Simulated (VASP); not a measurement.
# LiTa4O (P-6m2) in VASP: further runs

The runs below take LiTa4O through single point, with PBE.

All numbers are computed with VASP 6.6.1; they aren't measurements. Logs are shortened: lines on timing, memory, paths and dates and some standing lists are left out, and cuts for length are marked.

## Step 1: The cell of the first run

It takes space group P-6m2 (No. 187, hexagonal). The conventional cell has a = 5.111 Å, b = 5.111 Å, c = 3.860 Å, α = 90.00°, β = 90.00°, γ = 120.00°. Li (site symmetry -6m2) has 15 Ta at 2.95 to 3.20 Å and 3 O at 2.95 Å and 2 Li at 3.86 Å within 3.9 Å. Within 3.2 Å of Ta (site symmetry -6m2) lie 6 Ta at 2.40 Å and 3 O at 2.95 Å and 3 Li at 2.95 Å. Within 3.3 Å of Ta (site symmetry mm2) lie 6 Ta at 2.40 to 2.63 Å and 2 O at 2.45 Å and 4 Li at 3.20 Å. O (site symmetry -6m2) has 9 Ta at 2.45 to 2.95 Å and 3 Li at 2.95 Å within 3.2 Å.

The cell was generated, and may not be a known phase.

## Step 2: Single point, PBE, collinear spin

INCAR reads:

```
SYSTEM = LiTa4O
  PREC = Accurate
  ENCUT = 520
  EDIFF = 1E-6
  ISMEAR = 0
  SIGMA = 0.1
  LREAL = .False.
  LASPH = .True.
  NELM = 150
  ALGO = Normal
  ISIF = 2
  LWAVE = .False.
  LCHARG = .False.
  ISPIN = 2
  MAGMOM = 0 1 1 1 1 0
  LORBIT = 11
  LMAXMIX = 4
  GGA = PE
  NBANDS = 40
```

KPOINTS reads:

```
regular mesh
0
Gamma
  6 6 4
  0 0 0
```

POSCAR reads:

```
LiTa4O
1.0
    5.1110285900      0.0000000000      0.0000000000
   -2.5555142900      4.4262805900      0.0000000000
    0.0000000000      0.0000000000      3.8595326800
Li Ta O
1 4 1
Direct
    0.0000000000      0.0000000000      0.0000000000
    0.6666666700      0.3333333300      0.0000000000
    0.5045495000      0.0090990000      0.5000000000
    0.9909010000      0.4954505000      0.5000000000
    0.5045495000      0.4954505000      0.5000000000
    0.3333333300      0.6666666700      0.0000000000
```

Potentials or basis: VASP PAW PBE potentials, release 64 (Li_sv, Ta_pv, O).

Launch:

```sh
$ cat potpaw_PBE.64/Li_sv/POTCAR potpaw_PBE.64/Ta_pv/POTCAR potpaw_PBE.64/O/POTCAR > POTCAR
$ mpirun -np 1 vasp_std > vasp.out
```

OUTCAR:

```text
SYSTEM = LiTa4O
   PREC = Accurate
   ENCUT = 520
   EDIFF = 1E-6
   ISMEAR = 0
   LREAL = .False.
   LASPH = .True.
   NELM = 150
   ISIF = 2
   ISPIN = 2
   LORBIT = 11
   GGA = PE

 ion  position               nearest neighbor table
   1  0.000  0.000  0.000-   2 2.95   2 2.95   2 2.95
   2  0.667  0.333  0.000-   3 2.40   3 2.40   4 2.40   4 2.40   5 2.40   5 2.40   1 2.95   1 2.95
                             1 2.95
   3  0.505  0.009  0.500-   2 2.40   2 2.40   6 2.45   6 2.45   5 2.49   4 2.49   5 2.63   4 2.63

   4  0.991  0.495  0.500-   2 2.40   2 2.40   6 2.45   6 2.45   3 2.49   5 2.49   3 2.63   5 2.63

   5  0.505  0.495  0.500-   2 2.40   2 2.40   6 2.45   6 2.45   3 2.49   4 2.49   3 2.63   4 2.63

   6  0.333  0.667  0.000-   3 2.45   3 2.45   4 2.45   4 2.45   5 2.45   5 2.45

  LATTYP: Found a hexagonal cell.
 ALAT       =     5.1110285900
 C/A-ratio  =     0.7551381512

  Lattice vectors:

 A1 = (   5.1110285900,   0.0000000000,   0.0000000000)
 A2 = (  -2.5555142900,   4.4262805900,   0.0000000000)
 A3 = (   0.0000000000,   0.0000000000,   3.8595326800)

Analysis of symmetry for initial positions (statically):
=====================================================================
 Subroutine PRICEL returns:
 Original cell was already a primitive cell.

 Routine SETGRP: Setting up the symmetry group for a
 hexagonal supercell.

 Subroutine GETGRP returns: Found 12 space group operations
 (whereof 12 operations were pure point group operations)
 out of a pool of 24 trial point group operations.

The static configuration has the point symmetry D_3h.

Analysis of symmetry for dynamics (positions and initial velocities):
=====================================================================
 Subroutine PRICEL returns:
 Original cell was already a primitive cell.

 Routine SETGRP: Setting up the symmetry group for a
 hexagonal supercell.

 Subroutine GETGRP returns: Found 12 space group operations
 (whereof 12 operations were pure point group operations)
 out of a pool of 24 trial point group operations.

The dynamic configuration has the point symmetry D_3h.

Analysis of structural, dynamic, and magnetic symmetry:
=====================================================================
 Subroutine PRICEL returns:
 Original cell was already a primitive cell.

 Routine SETGRP: Setting up the symmetry group for a
 hexagonal supercell.

[... 141 lines left out ...]
  energy-cutoff  :      520.00
  volume of cell :       87.31
 maximum number of plane-waves:      2390
 NGX is ok and might be reduce to    40
   NGX = 19   NGY = 19   NGZ = 15

 number of electron      52.9999994 magnetization      -0.0000745

 number of electron      52.9999994 magnetization       0.0000519

 Free energy of the ion-electron system (eV)
  ---------------------------------------------------
  ext. energy  EPLUGINS =         0.00000000
  ---------------------------------------------------
  free energy    TOTEN  =       -45.30488969 eV

  energy without entropy =      -45.28024241  energy(sigma->0) =      -45.29256605

 E-fermi :   5.6974     XC(G=0): -11.9709

 val. band max:        5.6654843828   @ k =   0.3333   0.1667   0.2500
 cond. band min:       5.7058542418   @ k =   0.1667   0.1667   0.0000
 fundamental gap:      0.0403698590
 Fermi energy:         5.6973524577

 spin component 1

 k-point     1 :       0.0000    0.0000    0.0000
  band No.  band energies     occupation
      1     -39.5859      1.00000
      2     -30.4339      1.00000
      3     -30.2834      1.00000
      4     -29.3158      1.00000
      5     -29.3158      1.00000
      6     -28.5042      1.00000
[... 850 lines left out ...]
     37      10.5032      0.00000
     38      11.1665      0.00000
 Fermi energy:         5.6973524577

 spin component 2

 k-point     1 :       0.0000    0.0000    0.0000
  band No.  band energies     occupation
      1     -39.5859      1.00000
      2     -30.4340      1.00000
      3     -30.2835      1.00000
      4     -29.3159      1.00000
      5     -29.3159      1.00000
      6     -28.5043      1.00000
[... 850 lines left out ...]
     37      10.5031      0.00000
     38      11.1665      0.00000
 [bands above 38 left out]

------------------------ aborting loop because EDIFF is reached ----------------------------------------

  FORCE on cell =-STRESS in cart. coord.  units (eV):
  Direction    XX          YY          ZZ          XY          YZ          ZX
  --------------------------------------------------------------------------------------
  -------------------------------------------------------------------------------------
  Total       27.4434827     27.4434826     35.5354292      0.0000000      0.0000000      0.0000000
  in kB      503.5792570    503.5792551    652.0639242      0.0000006      0.0000000      0.0000000
  external PRESSURE =     553.0741454 kB  Pullay stress =       0.0000000 kB

 VOLUME and BASIS-vectors are now :
 -----------------------------------------------------------------------------
  energy-cutoff  :      520.00
  volume of cell :       87.31
      direct lattice vectors                 reciprocal lattice vectors
     5.111028590  0.000000000  0.000000000     0.195655333  0.112961659  0.000000000
    -2.555514290  4.426280590  0.000000000     0.000000000  0.225923319  0.000000000
     0.000000000  0.000000000  3.859532680     0.000000000  0.000000000  0.259098726

 POSITION                                       TOTAL-FORCE (eV/Angst)
 -----------------------------------------------------------------------------------
      0.00000      0.00000      0.00000        -0.000000      0.000000      0.000000
      2.55551      1.47543      0.00000        -0.000000      0.000000      0.000000
      2.55551      0.04027      1.92977        -0.000000     -4.599168     -0.000000
      3.79839      2.19300      1.92977         3.982997      2.299584     -0.000000
      1.31264      2.19300      1.92977        -3.982997      2.299584     -0.000000
     -0.00000      2.95085      0.00000        -0.000000      0.000000      0.000000
 -----------------------------------------------------------------------------------
    total drift:                                0.000019     -0.000011     -0.000000

  FREE ENERGIE OF THE ION-ELECTRON SYSTEM (eV)
  ---------------------------------------------------
  free  energy   TOTEN  =       -45.3048896901 eV

  energy  without entropy=      -45.2802424134  energy(sigma->0) =      -45.29256605

 total charge

# of ion       s       p       d       tot
------------------------------------------
    1        2.028   0.066   0.000   2.093
    2        0.563   6.120   3.201   9.883
    3        0.429   6.166   2.866   9.460
    4        0.429   6.166   2.866   9.460
    5        0.429   6.166   2.866   9.460
    6        1.615   3.259   0.000   4.874
--------------------------------------------------
tot          5.492  27.942  11.799  45.232

 magnetization (x)

# of ion       s       p       d       tot
------------------------------------------
    1       -0.000  -0.000   0.000  -0.000
    2        0.000  -0.000  -0.000  -0.000
    3        0.000  -0.000  -0.000  -0.000
    4        0.000  -0.000  -0.000  -0.000
    5        0.000  -0.000  -0.000  -0.000
    6        0.000  -0.000   0.000  -0.000
--------------------------------------------------
tot          0.000  -0.000  -0.000  -0.000
```

OSZICAR:

```text
N       E                     dE             d eps       ncg     rms          rms(c)
DAV:   1     0.547717106928E+03    0.54772E+03   -0.27783E+04  3360   0.138E+03
DAV:   2    -0.181947152567E+02   -0.56591E+03   -0.54382E+03  3744   0.425E+02
DAV:   3    -0.467547037251E+02   -0.28560E+02   -0.27840E+02  4408   0.905E+01
DAV:   4    -0.477996517786E+02   -0.10449E+01   -0.10392E+01  5144   0.137E+01
DAV:   5    -0.478099208176E+02   -0.10269E-01   -0.10267E-01  4216   0.141E+00    0.399E+01
DAV:   6    -0.459303922916E+02    0.18795E+01   -0.11221E+01  3896   0.222E+01    0.224E+01
DAV:   7    -0.456481026845E+02    0.28229E+00   -0.49358E+00  4200   0.136E+01    0.120E+01
DAV:   8    -0.452994960348E+02    0.34861E+00   -0.82043E-01  4192   0.670E+00    0.192E+00
DAV:   9    -0.453061313513E+02   -0.66353E-02   -0.10326E-01  3896   0.177E+00    0.736E-01
DAV:  10    -0.453050065427E+02    0.11248E-02   -0.10775E-02  3944   0.805E-01    0.363E-01
DAV:  11    -0.453048984493E+02    0.10809E-03   -0.17827E-03  4456   0.243E-01    0.122E-01
DAV:  12    -0.453048917267E+02    0.67226E-05   -0.13630E-04  4080   0.615E-02    0.392E-02
DAV:  13    -0.453048918627E+02   -0.13600E-06   -0.55710E-05  3920   0.411E-02    0.228E-02
DAV:  14    -0.453048898167E+02    0.20460E-05   -0.91615E-06  3952   0.167E-02    0.593E-03
DAV:  15    -0.453048896901E+02    0.12660E-06   -0.16764E-06  3080   0.620E-03
   1 F= -.45304890E+02 E0= -.45292566E+02  d E =-.246473E-01  mag=     0.0000
```

It took 70 s on 1 thread of Intel Xeon 6975P-C (Granite Rapids), shared host; peak memory 0.3 GiB.

Results:

```yaml
Free_energy: -45.3049 eV
Largest_force: 4.599 eV/Å
Net_moment: 0.00 μB per cell
Valence_electrons_inside_the_program's_atomic_spheres: Li 2.09; Ta 9.88, 9.46 (each value once); O 4.87
```

Forces on the atoms (eV/Å):
```
Li   0.000  0.000  0.000
Ta   0.000  0.000  0.000
Ta   0.000 -4.599  0.000
Ta   3.983  2.300  0.000
Ta  -3.983  2.300  0.000
O    0.000  0.000  0.000
```

Levels at points of the mesh, in eV from the Fermi level:
Spin up:
| k point | band 24 | band 25 | band 26 | band 27 | band 28 | band 29 | band 30 | band 31 |
| --- | --- | --- | --- | --- | --- | --- | --- | --- |
| (0.00, 0.00, 0.00) | -2.25 | 0.45 | 0.45 | 0.68 | 1.18 | 1.18 | 2.43 | 2.43 |
| (0.50, 0.00, 0.00) | -1.71 | -1.01 | -0.14 | -0.07 | 0.56 | 0.59 | 1.14 | 1.21 |
| (0.00, 0.00, 0.50) | -2.05 | -1.77 | -1.06 | -1.06 | 2.17 | 2.17 | 2.81 | 3.61 |
| (0.50, 0.00, 0.50) | -2.01 | -0.83 | -0.18 | 0.27 | 0.57 | 0.74 | 0.96 | 1.40 |
Spin down:
| k point | band 25 | band 26 | band 27 | band 28 | band 29 | band 30 |
| --- | --- | --- | --- | --- | --- | --- |
| (0.00, 0.00, 0.00) | 0.45 | 0.45 | 0.68 | 1.18 | 1.18 | 2.43 |
| (0.50, 0.00, 0.00) | -1.01 | -0.14 | -0.07 | 0.56 | 0.59 | 1.14 |
| (0.00, 0.00, 0.50) | -1.77 | -1.06 | -1.06 | 2.17 | 2.17 | 2.81 |
| (0.50, 0.00, 0.50) | -0.83 | -0.18 | 0.27 | 0.57 | 0.74 | 0.96 |

Caveat: the k points lie up to 0.41 Å⁻¹ apart; the cutoff is under 1.25 times the usual one of these potentials, so pressure, stress and relaxed cells hold a basis-set (Pulay) error; spin-orbit coupling is left out, which moves the levels of the heavy elements; forces of over 1 eV/Å act on the atoms, so gaps and moduli don't describe the material at rest.

(Continued in part 2 of 2.)
